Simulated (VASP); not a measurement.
Crystal: ScTeI4.

```
CELL_PARAMETERS angstrom
6.39472 0.00000 0.00000
-3.19736 5.53799 0.00000
0.00000 0.00000 6.00516
ATOMIC_POSITIONS crystal
Sc 0.00000 0.00000 0.50000
Te 0.00000 0.00000 0.00000
I 0.33333 0.66667 0.74899
I 0.33333 0.66667 0.25101
I 0.66667 0.33333 0.74899
I 0.66667 0.33333 0.25101
```

The cell was built from a structure type or drawn by symmetry, and may not be a known phase.

| Item | Value |
| --- | --- |
| Program | VASP 6.6.1 |
| Task | relaxation of cell and atoms |
| Functional | PBE |
| Potentials or basis | VASP PAW PBE potentials, release 64 (Sc_sv, Te, I) |
| Cutoff | 600 eV |
| k mesh | 3 × 3 × 4 |
| Occupations | gaussian, width 0.1 eV |
| Spin | no spin polarisation |

At the start: pressure 0.6 GPa; volume 35.44 Å³/atom.

Problem. How do energy, volume and symmetry change on relaxing?

Solution. Over 10 steps the energy falls by 112.4 meV/atom and the volume is 41.85 Å³/atom (+18.1 %); space group P6/mmm (No. 191, to 0.1 Å) before and after.

The path:
```
step  energy change (eV)  largest force (eV/Å)  pressure (GPa)  volume (Å³)
   1              0.0000                0.0383            0.61       212.67
   2             -0.4066                0.2716            1.97       216.50
   3             -0.4375                0.3503            2.53       217.33
   4             -0.6256                0.0789            1.10       234.53
   5             -0.6579                0.2846           -0.04       259.52
   6             -0.6695                0.1735            0.24       251.57
   7             -0.6698                0.1526            0.31       250.10
   8             -0.6691                0.0019           -0.33       251.99
   9             -0.6739                0.0752           -0.01       251.00
  10             -0.6747                0.0036            0.03       251.08
```

Final structure:
```xyz
6
Lattice="7.0879 0.0000 0.0000 -3.5439 6.1383 0.0000 0.0000 0.0000 5.7710" Properties=species:S:1:pos:R:3 pbc="T T T"
Sc    0.0000    0.0000    2.8855
Te    0.0000    0.0000    0.0000
I     0.0000    4.0922    4.3373
I     0.0000    4.0922    1.4337
I     3.5439    2.0461    4.3373
I     3.5439    2.0461    1.4337
```

Caveat: the k points lie up to 0.34 Å⁻¹ apart in the final cell, too coarse for converged energies and pressures of a metal; the volume moved by over 15 % at a fixed basis, so the end points are rough; an odd number of electrons without spin polarisation forces a metal; a magnetic or distorted state may lie lower.
